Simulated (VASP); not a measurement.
# Y2Ge3 (P-6m2) in VASP: a series of runs

Aim: see how the results for Y2Ge3 move with the level of theory and the settings. Levels: r2SCAN+D3(BJ), r2SCAN+rVV10, r2SCAN+D4, r2SCAN. Tasks: single point.

Program: VASP 6.6.1. These are calculated values, not measurements. Logs are shortened: lines on timing, memory, paths and dates and some standing lists are left out, and cuts for length are marked.

## (1) The cell of the first run

The structure is hexagonal, space group P-6m2 (No. 187). The conventional cell has a = 4.340 Å, b = 4.340 Å, c = 7.094 Å, α = 90.00°, β = 90.00°, γ = 120.00°. Within 3.9 Å of Y (site symmetry 3m) lie 9 Ge at 2.99 to 3.15 Å and 2 Y at 3.28 to 3.82 Å. Ge (site symmetry -6m2) has 3 Ge at 2.51 Å and 6 Y at 3.15 Å within 3.3 Å. Within 3.9 Å of Ge (site symmetry -6m2) lie 6 Y at 2.99 Å and 2 Ge at 3.55 Å. Ge (site symmetry -6m2) has 3 Ge at 2.51 Å and 6 Y at 3.15 Å within 3.3 Å.

## (2) Single point, r2SCAN+D3(BJ)

The input, POSCAR:

```
Y2Ge3
1.0
    4.3404785331      0.0000000000      0.0000000000
   -2.1702392665      3.7589646742      0.0000000000
    0.0000000000      0.0000000000      7.0938994583
Y Ge
2 3
Direct
    0.0000000000      0.0000000000      0.2690217439
    0.0000000000      0.0000000000      0.7309782561
    0.6666666667      0.3333333333      0.0000000000
    0.6666666667      0.3333333333      0.5000000000
    0.3333333333      0.6666666667      0.0000000000
```

The input, INCAR.step1:

```
PREC = Accurate ; ENCUT = 520
ISMEAR = -1 ; SIGMA = 0.05
LREAL = F ; LASPH = T
NELM = 80 ; NBANDS = 40
GGA = PE ; ALGO = Normal
EDIFF = 1E-4 ; LWAVE = T
LCHARG = F
```

The input, INCAR.step2:

```
PREC = Accurate ; ENCUT = 520
EDIFF = 1E-7 ; ISMEAR = -1
SIGMA = 0.05 ; LREAL = F
LASPH = T ; NELM = 80
ALGO = Normal ; ISIF = 2
LWAVE = F ; LCHARG = T
METAGGA = R2SCAN ; LMIXTAU = T
IVDW = 12 ; VDW_S6 = 1.0
VDW_S8 = 0.78981345 ; VDW_A1 = 0.49484001
VDW_A2 = 5.73083694 ; LELF = T
LVHAR = T ; NBANDS = 40
ISTART = 1
```

The input, KPOINTS:

```
regular mesh
0
Gamma
  7 7 4
```

Potentials or basis: VASP PAW PBE potentials, release 64 (Y_sv, Ge_d).

Command:

```bash
$ cat potpaw_PBE.64/Y_sv/POTCAR potpaw_PBE.64/Ge_d/POTCAR > POTCAR
$ cp INCAR.step1 INCAR
$ mpirun -np 1 vasp_std > vasp.out
$ cp INCAR.step2 INCAR
$ mpirun -np 1 vasp_std > vasp.out
```

OUTCAR:

```text
PREC = Accurate
   ENCUT = 520
   EDIFF = 1E-7
   ISMEAR = -1
   LREAL = F
   LASPH = T
   NELM = 80
   ISIF = 2
   METAGGA = R2SCAN
   IVDW = 12
   ISTART = 1
 IVDW          = 12

 ion  position               nearest neighbor table
   1  0.000  0.000  0.269-   4 2.99   4 2.99   4 2.99   5 3.15   3 3.15   3 3.15   5 3.15   3 3.15
                             5 3.15   2 3.28   2 3.82
   2  0.000  0.000  0.731-   4 2.99   4 2.99   4 2.99   5 3.15   3 3.15   3 3.15   5 3.15   3 3.15
                             5 3.15   1 3.28   1 3.82
   3  0.667  0.333  0.000-   5 2.51   5 2.51   5 2.51   1 3.15   2 3.15   1 3.15   2 3.15   1 3.15
                             2 3.15
   4  0.667  0.333  0.500-   1 2.99   2 2.99   1 2.99   2 2.99   1 2.99   2 2.99
   5  0.333  0.667  0.000-   3 2.51   3 2.51   3 2.51   1 3.15   2 3.15   2 3.15   1 3.15   2 3.15
                             1 3.15

  LATTYP: Found a hexagonal cell.
 ALAT       =     4.3404785331
 C/A-ratio  =     1.6343588395

  Lattice vectors:

 A1 = (   4.3404785331,   0.0000000000,   0.0000000000)
 A2 = (  -2.1702392665,   3.7589646742,   0.0000000000)
 A3 = (   0.0000000000,   0.0000000000,   7.0938994583)

Analysis of symmetry for initial positions (statically):
=====================================================================
 Subroutine PRICEL returns:
 Original cell was already a primitive cell.

 Routine SETGRP: Setting up the symmetry group for a
 hexagonal supercell.

 Subroutine GETGRP returns: Found 12 space group operations
 (whereof 12 operations were pure point group operations)
 out of a pool of 24 trial point group operations.

The static configuration has the point symmetry D_3h.

Analysis of symmetry for dynamics (positions and initial velocities):
=====================================================================
 Subroutine PRICEL returns:
 Original cell was already a primitive cell.

 Routine SETGRP: Setting up the symmetry group for a
 hexagonal supercell.

 Subroutine GETGRP returns: Found 12 space group operations
 (whereof 12 operations were pure point group operations)
 out of a pool of 24 trial point group operations.

The dynamic configuration has the point symmetry D_3h.

 Subroutine INISYM returns: Found 12 space group operations
 (whereof 12 operations are pure point group operations),
 and found     1 'primitive' translations

----------------------------------------------------------------------------------------

                                     Primitive cell

  volume of cell :     115.7420

  direct lattice vectors                    reciprocal lattice vectors
     4.340478533  0.000000000  0.000000000     0.230389344  0.133015350  0.000000000
    -2.170239266  3.758964674  0.000000000     0.000000000  0.266030699  0.000000000
     0.000000000  0.000000000  7.093899458     0.000000000  0.000000000  0.140966193

  length of vectors
     4.340478533  4.340478533  7.093899458     0.266030699  0.266030699  0.140966193

  position of ions in fractional coordinates (direct lattice)
     0.000000000  0.000000000  0.269021744
     0.000000000  0.000000000  0.730978256
     0.666666667  0.333333333  0.000000000
     0.666666667  0.333333333  0.500000000
     0.333333333  0.666666667  0.000000000

  ion indices of the primitive-cell ions
   primitive index   ion index
                 1           1
                 2           2
                 3           3
                 4           4
                 5           5

----------------------------------------------------------------------------------------

 KPOINTS: regular mesh

Automatic generation of k-mesh.
 Grid dimensions read from file:
 generate k-points for:    7    7    4

 Generating k-lattice:

  Cartesian coordinates                     Fractional coordinates (reciprocal lattice)
     0.032912763  0.019002193  0.000000000     0.142857143 -0.000000000  0.000000000
     0.000000000  0.038004386  0.000000000     0.000000000  0.142857143  0.000000000
     0.000000000  0.000000000  0.035241548     0.000000000  0.000000000  0.250000000

  Length of vectors
     0.038004386  0.038004386  0.035241548

  Shift w.r.t. Gamma in fractional coordinates (k-lattice)
     0.000000000  0.000000000  0.000000000

 Subroutine IBZKPT returns following result:
 ===========================================

 Found     24 irreducible k-points:

 Following reciprocal coordinates:
            Coordinates               Weight
  0.000000  0.000000  0.000000      1.000000
  0.142857  0.000000  0.000000      6.000000
  0.285714  0.000000  0.000000      6.000000
  0.428571  0.000000  0.000000      6.000000
  0.142857  0.142857  0.000000      6.000000
  0.285714  0.142857  0.000000     12.000000
[... 16 lines left out ...]
  0.428571  0.142857  0.500000      6.000000
  0.285714  0.285714  0.500000      6.000000
   k-points           NKPTS =     24   k-points in BZ     NKDIM =     24   number of bands    NBANDS=     40
   number of dos      NEDOS =    301   number of ions     NIONS =      5
   total plane-waves  NPLWV =  55296
   dimension x,y,z NGX =    32 NGY =   32 NGZ =   54
   dimension x,y,z NGXF=    64 NGYF=   64 NGZF=  108
   ions per type =               2   3
   NGX,Y,Z   is equivalent  to a cutoff of  12.26, 12.26, 12.65 a.u.
   NGXF,Y,Z  is equivalent  to a cutoff of  24.51, 24.51, 25.31 a.u.
 SYSTEM =  unknown system
   PREC   = accura    normal or accurate (medium, high low for compatibility)
   ISTART =      1    job   : 0-new  1-cont  2-samecut
   ICHARG =      0    charge: 1-file 2-atom 10-const
   ISPIN  =      1    spin polarized calculation?
   LNONCOLLINEAR =      F non collinear calculations
   LSORBIT =      F    spin-orbit coupling
   LASPH  =      T    aspherical Exc in radial PAW
   ENCUT  =  520.0 eV  38.22 Ry    6.18 a.u.   8.07  8.07 13.19*2*pi/ulx,y,z
   NELM   =     80;   NELMIN=  2; NELMDL=  0     # of ELM steps
   EDIFF  = 0.1E-06   stopping-criterion for ELM
   LREAL  =      F    real-space projection
   EDIFFG = 0.1E-05   stopping-criterion for IOM
   NSW    =      0    number of steps for IOM
   IBRION =     -1    ionic relax: 0-MD 1-quasi-New 2-CG
   NFREE  =      0    steps in history (QN), initial steepest desc. (CG)
   ISIF   =      2    stress and relaxation
   ISYM   =      2    0-nonsym 1-usesym 2-fastsym
   POTIM  = 0.5000    time-step for ionic-motion
   TEBEG  =    0.0;   TEEND  =   0.0 temperature during run
   PSTRESS=    0.0 pullay stress
   NELECT =      64.0000    total number of electrons
   NUPDOWN=      -1.0000    fix difference up-down
   EMIN   =  10.00;   EMAX   =-10.00  energy-range for DOS
   EFERMI =   0.00;   METHOD = LEGACY
   ISMEAR =    -1;   SIGMA  =   0.05  broadening in eV -4-tet -1-fermi 0-gaus
   EFERMI_NEDOS =   21; number of points for ismear=-14 and -15
   IALGO  =     38    algorithm
   IMIX   =      4    mixing-type and parameters
     AMIX     =   0.40;   BMIX     =  1.00
     AMIX_MAG =   1.60;   BMIX_MAG =  1.00
  volume/ion in A,a.u.               =      23.15       156.21
  Fermi-wavevector in a.u.,A,eV,Ry     =   1.343707  2.539238 24.565973  1.805548
  Thomas-Fermi vector in A             =   2.471759
   LORBIT       =      0    0 simple, 1 ext, 2 COOP (PROOUT), +10 PAW based schemes
   METAGGA = R2SCAN    functional components
   LHFCALC =     F    Hartree Fock is set to
   AEXX    =    0.0000 exact exchange contribution
   IVDW    =    12    specifies the selected vdW correction
   LEPSILON=     F    determine dielectric tensor
   LRPA    =     F    only Hartree local field effects (RPA)
 non-spin polarized calculation
  energy-cutoff  :      520.00
  volume of cell :      115.74
 maximum number of plane-waves:      3136
   NGX = 17   NGY = 17   NGZ = 27

 number of electron      64.0000040 magnetization

 Free energy of the ion-electron system (eV)
  ---------------------------------------------------
  ext. energy  EPLUGINS =         0.00000000
  ---------------------------------------------------
  free energy    TOTEN  =       -85.01973183 eV

  energy without entropy =      -85.00548717  energy(sigma->0) =      -85.01260950

 E-fermi :   4.7670     XC(G=0): -11.2107

 val. band max:        4.6666937857   @ k =   0.4286   0.1429   0.0000
 cond. band min:       4.7740903015   @ k =   0.1429   0.0000   0.0000
 fundamental gap:      0.1073965159
 Fermi energy:         4.7669911770

 k-point     1 :       0.0000    0.0000    0.0000
  band No.  band energies     occupation
      1     -39.3170      2.00000
      2     -39.2781      2.00000
      3     -20.6440      2.00000
      4     -20.6440      2.00000
      5     -20.6158      2.00000
      6     -20.6028      2.00000
[... 32 lines left out ...]
     39       8.6963      0.00000
     40       8.7108      0.00000

 k-point     2 :       0.1429    0.0000    0.0000
  band No.  band energies     occupation
      1     -39.3162      2.00000
      2     -39.2774      2.00000
      3     -20.6550      2.00000
      4     -20.6541      2.00000
      5     -20.6163      2.00000
      6     -20.6044      2.00000
[... 32 lines left out ...]
     39       8.6203      0.00000
     40       8.6264      0.00000

 k-point     3 :       0.2857    0.0000    0.0000
  band No.  band energies     occupation
      1     -39.3145      2.00000
      2     -39.2759      2.00000
      3     -20.6762      2.00000
      4     -20.6760      2.00000
      5     -20.6151      2.00000
      6     -20.6080      2.00000
[... 32 lines left out ...]
     39       8.5040      0.00000
     40       8.9422      0.00000

 k-point     4 :       0.4286    0.0000    0.0000
  band No.  band energies     occupation
      1     -39.3130      2.00000
      2     -39.2747      2.00000
      3     -20.6922      2.00000
      4     -20.6909      2.00000
      5     -20.6136      2.00000
      6     -20.6108      2.00000
[... 32 lines left out ...]
     39       9.1391      0.00000
     40       9.6218      0.00000
[... 772 lines left out ...]
     39       8.7483      0.00000
     40       9.2812      0.00000

 k-point    23 :       0.4286    0.1429    0.5000
  band No.  band energies     occupation
      1     -39.3068      2.00000
      2     -39.2803      2.00000
      3     -20.7168      2.00000
      4     -20.6686      2.00000
      5     -20.6169      2.00000
      6     -20.6118      2.00000
[... 32 lines left out ...]
     39       8.5082      0.00000
     40       9.1945      0.00000

 k-point    24 :       0.2857    0.2857    0.5000
  band No.  band energies     occupation
      1     -39.3066      2.00000
      2     -39.2801      2.00000
      3     -20.7269      2.00000
      4     -20.6547      2.00000
      5     -20.6224      2.00000
      6     -20.6123      2.00000
[... 32 lines left out ...]
     39       9.2022      0.00000
     40       9.2198      0.00000

------------------------ aborting loop because EDIFF is reached ----------------------------------------

 Edisp (eV)   -0.84889

 E8    (eV) :    -0.3310

  FORCE on cell =-STRESS in cart. coord.  units (eV):
  Direction    XX          YY          ZZ          XY          YZ          ZX
  --------------------------------------------------------------------------------------
  -------------------------------------------------------------------------------------
  Total      -0.01528    -0.01528    -0.04367    -0.00000    -0.00000    -0.00000
  in kB      -0.21153    -0.21153    -0.60451    -0.00000    -0.00000    -0.00000
  external pressure =       -0.34 kB  Pullay stress =        0.00 kB

 VOLUME and BASIS-vectors are now :
 -----------------------------------------------------------------------------
  energy-cutoff  :      520.00
  volume of cell :      115.74
      direct lattice vectors                 reciprocal lattice vectors
     4.340478533  0.000000000  0.000000000     0.230389344  0.133015350  0.000000000
    -2.170239266  3.758964674  0.000000000     0.000000000  0.266030699  0.000000000
     0.000000000  0.000000000  7.093899458     0.000000000  0.000000000  0.140966193

 POSITION                                       TOTAL-FORCE (eV/Angst)
 -----------------------------------------------------------------------------------
      0.00000      0.00000      1.90841        -0.000000      0.000000     -0.004896
      0.00000      0.00000      5.18549        -0.000000     -0.000000      0.004896
      2.17024      1.25299      0.00000         0.000000     -0.000000     -0.000000
      2.17024      1.25299      3.54695        -0.000000     -0.000000     -0.000000
     -0.00000      2.50598      0.00000        -0.000000     -0.000000     -0.000000
 -----------------------------------------------------------------------------------
    total drift:                               -0.000006      0.000004     -0.000000

  FREE ENERGIE OF THE ION-ELECTRON SYSTEM (eV)
  ---------------------------------------------------
  free  energy   TOTEN  =       -85.8686243195 eV

  energy  without entropy=      -85.8543796586  energy(sigma->0) =      -85.86150199
```

Wall time 5.7 min (1 thread of Intel Xeon 6975P-C (Granite Rapids), shared host); peak memory 0.31 GiB.

What came out:

```
Free energy                : -85.8686 eV
Pressure                   : 0.0 GPa
Largest force              : 0.005 eV/Å
Band gap on the k mesh     : zero (bands 32 and 33 overlap by 1.48 eV)
Dispersion energy per atom : -0.170 eV
```

Forces on the atoms (eV/Å):
```
Y    0.000  0.000 -0.005
Y    0.000  0.000  0.005
Ge   0.000  0.000  0.000
Ge   0.000  0.000  0.000
Ge   0.000  0.000  0.000
```

Levels at points of the mesh, in eV from the Fermi level:
```tsv
k point	band 29	band 30	band 31	band 32	band 33	band 34	band 35	band 36
(0.00, 0.00, 0.00)	-2.94	-0.58	-0.58	0.01	0.77	0.77	0.99	1.77
(0.00, 0.00, 0.50)	-2.83	-1.78	-0.52	-0.52	0.13	0.13	1.90	2.00
```

Caveat: the PAW data sets were made with another functional, which shifts forces and pressure a little.

## (3) Single point, r2SCAN+D3(BJ)

This run uses another cell than the first one, of 23.25 Å³/atom.

The input, POSCAR:

```
Y2Ge3
1.0
    4.3485830748      0.0000000000      0.0000000000
   -2.1742915374      3.7659834132      0.0000000000
    0.0000000000      0.0000000000      7.0999008835
Y Ge
2 3
Direct
    0.0000000000      0.0000000000      0.2689808329
    0.0000000000      0.0000000000      0.7310191671
    0.6666666667      0.3333333333      0.0000000000
    0.6666666667      0.3333333333      0.5000000000
    0.3333333333      0.6666666667      0.0000000000
```

The input, INCAR.step1:

```
SYSTEM = Y2Ge3
ALGO = Normal ; EDIFF = 1E-4
ENCUT = 520 ; GGA = PE
ISMEAR = -1 ; LASPH = .True.
LCHARG = .False. ; LREAL = .False.
LWAVE = .True. ; NBANDS = 40
NELM = 80 ; PREC = Accurate
SIGMA = 0.05
```

The input, INCAR.step2:

```
SYSTEM = Y2Ge3
ALGO = Normal ; EDIFF = 1E-6
ENCUT = 520 ; ISIF = 2
ISMEAR = -1 ; ISTART = 1
IVDW = 12 ; LASPH = .True.
LCHARG = .False. ; LMIXTAU = .True.
LREAL = .False. ; LWAVE = .False.
METAGGA = R2SCAN ; NBANDS = 40
NELM = 80 ; PREC = Accurate
SIGMA = 0.05 ; VDW_A1 = 0.49484001
VDW_A2 = 5.73083694 ; VDW_S6 = 1.0
VDW_S8 = 0.78981345
```

The input, KPOINTS:

```
k-points
0
Gamma
  7 7 4
  0 0 0
```

Potentials or basis: VASP PAW PBE potentials, release 64 (Y_sv, Ge_d).

Command:

```bash
$ cat potpaw_PBE.64/Y_sv/POTCAR potpaw_PBE.64/Ge_d/POTCAR > POTCAR
$ cp INCAR.step1 INCAR
$ mpirun -np 1 vasp_std > vasp.out
$ cp INCAR.step2 INCAR
$ mpirun -np 1 vasp_std > vasp.out
```

It took 3.8 min on 1 thread of Intel Xeon 6975P-C (Granite Rapids), shared host; peak memory 0.31 GiB.

Results (log left out):

- Free energy: -85.8682 eV
- Pressure: -0.4 GPa
- Largest force: 0.003 eV/Å
- Band gap on the k mesh: zero (bands 32 and 33 overlap by 1.49 eV)
- Dispersion energy per atom: -0.169 eV

Forces in eV/Å, atoms in the order of the input:
```
Y    0.000  0.000 -0.003
Y    0.000  0.000  0.003
Ge   0.000  0.000  0.000
Ge   0.000  0.000  0.000
Ge   0.000  0.000  0.000
```

Levels at points of the mesh, in eV from the Fermi level:
```
           k point  band 30  band 31  band 32  band 33  band 34  band 35
(0.00, 0.00, 0.00)    -0.58    -0.58     0.01     0.77     0.77     1.00
(0.00, 0.00, 0.50)    -1.77    -0.51    -0.51     0.13     0.13     1.89
```

Caveat: three body term missing; the PAW data sets were made with another functional, which shifts forces and pressure a little.

## (4) Single point, r2SCAN+rVV10

This run uses another cell than the first one, of 23.28 Å³/atom.

The input, POSCAR:

```
Y2Ge3
1.0
    4.3515037563      0.0000000000      0.0000000000
   -2.1757518781      3.7685127976      0.0000000000
    0.0000000000      0.0000000000      7.0968681751
Y Ge
2 3
Direct
    0.0000000000      0.0000000000      0.2687807796
    0.0000000000      0.0000000000      0.7312192204
    0.6666666667      0.3333333333      0.0000000000
    0.6666666667      0.3333333333      0.5000000000
    0.3333333333      0.6666666667      0.0000000000
```

The input, INCAR.step1:

```
SYSTEM = Y2Ge3
PREC = Accurate
ENCUT = 520
ISMEAR = -1
SIGMA = 0.05
LREAL = .FALSE.
LASPH = .TRUE.
NELM = 60
NBANDS = 40
GGA = PE
ALGO = Normal
EDIFF = 1E-4
LWAVE = .TRUE.
LCHARG = .FALSE.
```

The input, INCAR.step2:

```
SYSTEM = Y2Ge3
PREC = Accurate
ENCUT = 520
EDIFF = 1E-6
ISMEAR = -1
SIGMA = 0.05
LREAL = .FALSE.
LASPH = .TRUE.
NELM = 60
ALGO = Normal
ISIF = 2
LWAVE = .FALSE.
LCHARG = .FALSE.
METAGGA = R2SCAN
LMIXTAU = .TRUE.
LUSE_VDW = .TRUE.
IVDW_NL = 2
BPARAM = 11.95
CPARAM = 0.0093
NBANDS = 40
ISTART = 1
```

The input, KPOINTS:

```
Automatic mesh
0
G
  7 7 4
  0 0 0
```

Command:

```bash
$ cat potpaw_PBE.64/Y_sv/POTCAR potpaw_PBE.64/Ge_d/POTCAR > POTCAR
$ cp INCAR.step1 INCAR
$ mpirun -np 1 vasp_std > vasp.out
$ cp INCAR.step2 INCAR
$ mpirun -np 1 vasp_std > vasp.out
```

Run time: 5.2 min. Hardware: 1 thread of Intel Xeon 6975P-C (Granite Rapids), shared host; peak memory 0.47 GiB.

Results (log left out):

```
Free energy            : -83.4148 eV
Pressure               : 0.0 GPa
Largest force          : 0.005 eV/Å
Band gap on the k mesh : zero (bands 32 and 33 overlap by 1.50 eV)
```

Forces in eV/Å, atoms in the order of the input:
```
Y    0.000  0.000 -0.005
Y    0.000  0.000  0.005
Ge   0.000  0.000  0.000
Ge   0.000  0.000  0.000
Ge   0.000  0.000  0.000
```

Levels at points of the mesh, in eV from the Fermi level:
```tsv
k point	band 30	band 31	band 32	band 33	band 34	band 35
(0.00, 0.00, 0.00)	-0.58	-0.58	0.01	0.77	0.77	1.01
(0.00, 0.00, 0.50)	-1.77	-0.51	-0.51	0.12	0.12	1.90
```

Caveat: the PAW data sets were made with another functional, which shifts forces and pressure a little.

(Continued in part 2 of 2.)

The gap in the log of VASP goes by the Fermi energy; the results here count the filled bands.